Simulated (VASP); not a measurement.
Write the native input for VASP 6.6.1 that does the following.

```yaml
Task: single point
Functional: PBEsol
Potentials_or_basis: VASP PAW PBE potentials, release 64 (Sn_d, O)
Cutoff: 520 eV
k_mesh: 12 × 12 × 10
Occupations: gaussian, width 0.15 eV
Spin: no spin polarisation
Dipole_correction: no
Further_INCAR_settings: ALGO = Normal; EDIFF = 1e-06; NBANDS = 28
```

The structure of SnO lies in POSCAR:

```
SnO
1.0
    3.5729390771      0.0000000000      0.0000000000
    0.0000000000      3.5729390771      0.0000000000
    0.0000000000      0.0000000000      4.7395036858
Sn O
2 2
Direct
    0.0000000000      0.5000000000      0.2425296443
    0.5000000000      0.0000000000      0.7574703557
    0.0000000000      0.0000000000      0.0000000000
    0.5000000000      0.5000000000      0.0000000000
```

One way to write it, as run:

INCAR

```
SYSTEM = SnO
PREC     = Accurate       ! precision mode
ENCUT    = 520            ! plane-wave cutoff, eV
EDIFF    = 1E-6           ! SCF threshold, eV
ISMEAR   = 0              ! smearing method
SIGMA    = 0.15           ! smearing width, eV
LREAL    = .FALSE.        ! projectors in reciprocal space
LASPH    = .TRUE.         ! aspherical terms in the spheres
NELM     = 80             ! most SCF steps
ALGO     = Normal         ! electronic algorithm
ISIF     = 2              ! what is computed and relaxed
LWAVE    = .FALSE.        ! write WAVECAR
LCHARG   = .FALSE.        ! write CHGCAR
GGA      = PS             ! functional
NBANDS   = 28             ! bands
```

KPOINTS

```
Automatic mesh
0
G
  12 12 10
  0 0 0
```

Potentials or basis: VASP PAW PBE potentials, release 64 (Sn_d, O).

Run with:

```sh
$ cat potpaw_PBE.64/Sn_d/POTCAR potpaw_PBE.64/O/POTCAR > POTCAR
$ mpirun -np 1 vasp_std > vasp.out
```

Results of the run:

The pressure is 18.2 GPa and the largest force is 2.051 eV/Å. The band gap on the k mesh is zero (bands 20 and 21 overlap by 0.94 eV).

Caveat: the cell stands under pressure; the PAW data sets were made with another functional, which shifts forces and pressure a little; spin-orbit coupling is left out, which moves the levels of the heavy elements.

It took 100 s on 1 thread of Intel(R) Xeon(R) 6975P-C (Granite Rapids), with other jobs on the host, peak memory 0.34 GiB.
